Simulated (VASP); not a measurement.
Input of a VASP 6.6.1 run:

POSCAR

```
BAs
1.0
    0.0000000000      2.3918676041      2.4397049562
    2.3918676041      0.0000000000      2.4397049562
    2.3918676041      2.3918676041      0.0000000000
B As
1 1
Direct
    0.0000000000      0.0000000000      0.0000000000
    0.2500000000      0.2500000000      0.2500000000
```

File INCAR.step1:

```
SYSTEM = BAs
ALGO = Normal ; EDIFF = 1E-4
ENCUT = 520 ; GGA = PE
GGA_COMPAT = .False. ; ISMEAR = -1
LASPH = .True. ; LCHARG = .False.
LREAL = .False. ; LSORBIT = .True.
LWAVE = .True. ; MAGMOM = 0 0 0 0 0 0
NBANDS = 20 ; NELM = 150
PREC = Accurate ; SIGMA = 0.02
```

The input INCAR.step2:

```
SYSTEM = BAs
ALGO = Normal ; EDIFF = 1E-7
ENCUT = 520 ; GGA_COMPAT = .False.
ISIF = 2 ; ISMEAR = -1
ISTART = 1 ; LASPH = .True.
LCHARG = .False. ; LMIXTAU = .True.
LORBIT = 11 ; LORBMOM = .True.
LREAL = .False. ; LSORBIT = .True.
LWAVE = .False. ; MAGMOM = 0 0 0 0 0 0
METAGGA = R2SCAN ; NBANDS = 20
NELM = 150 ; PREC = Accurate
SIGMA = 0.02
```

KPOINTS

```
k-points
0
Gamma
  10 10 10
  0 0 0
```

Potentials or basis: VASP PAW PBE potentials, release 64 (B, As).

Launch:

```console
$ cat potpaw_PBE.64/B/POTCAR potpaw_PBE.64/As/POTCAR > POTCAR
$ cp INCAR.step1 INCAR
$ mpirun -np 1 vasp_ncl > vasp.out
$ cp INCAR.step2 INCAR
$ mpirun -np 1 vasp_ncl > vasp.out
```

Task: Estimate the net moment.

Result: 0.00 μB per cell.

Task: What does it give for the pressure?

Result: -2.5 GPa.

Moments on the atoms (μB; x, y, z):
```
B   0.00 0.00 0.00
As  0.00 0.00 0.00
```

Caveat: the cell differs from its parent crystal (uniaxial z strain +2.0%); the PAW data sets were made with another functional, which shifts forces and pressure a little.
